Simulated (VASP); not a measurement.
Set up this calculation in VASP 6.6.1, as the native input.

| Quantity | Value |
| --- | --- |
| Task | single point |
| Functional | PBE |
| Potentials or basis | VASP PAW PBE potentials, release 64 (Ag, B) |
| Cutoff | 520 eV |
| k mesh | 10 × 10 × 8 |
| Occupations | fermi-dirac, width 0.05 eV |
| Spin | no spin polarisation |
| Dipole correction | no |
| Further INCAR settings | ALGO = Normal; EDIFF = 1e-07; NBANDS = 16 |

The structure of AgB2 lies in POSCAR:

```
AgB2
1.0
    3.0000000000      0.0000000000      0.0000000000
   -1.5000000000      2.5980762114      0.0000000000
    0.0000000000      0.0000000000      3.2400000000
Ag B
1 2
Direct
    0.0000000000      0.0000000000      0.0000000000
    0.6666666667      0.3333333333      0.5000000000
    0.3333333333      0.6666666667      0.5000000000
```

The input as run:

INCAR

```
SYSTEM = AgB2
PREC = Accurate
ENCUT = 520
EDIFF = 1E-7
ISMEAR = -1
SIGMA = 0.05
LREAL = .FALSE.
LASPH = .TRUE.
NELM = 60
ALGO = Normal
ISIF = 2
LWAVE = .FALSE.
LCHARG = .FALSE.
GGA = PE
NBANDS = 16
```

KPOINTS

```
Automatic mesh
0
G
  10 10 8
  0 0 0
```

Potentials or basis: VASP PAW PBE potentials, release 64 (Ag, B).

Command:

```bash
$ cat potpaw_PBE.64/Ag/POTCAR potpaw_PBE.64/B/POTCAR > POTCAR
$ mpirun -np 1 vasp_std > vasp.out
```

It gave:

```json
{
 "Pressure": "54.0 GPa"
}
```

It took 22 s on 1 thread of Oxide Virtual Turin-like Processor, on a shared host, peak memory 0.12 GiB.
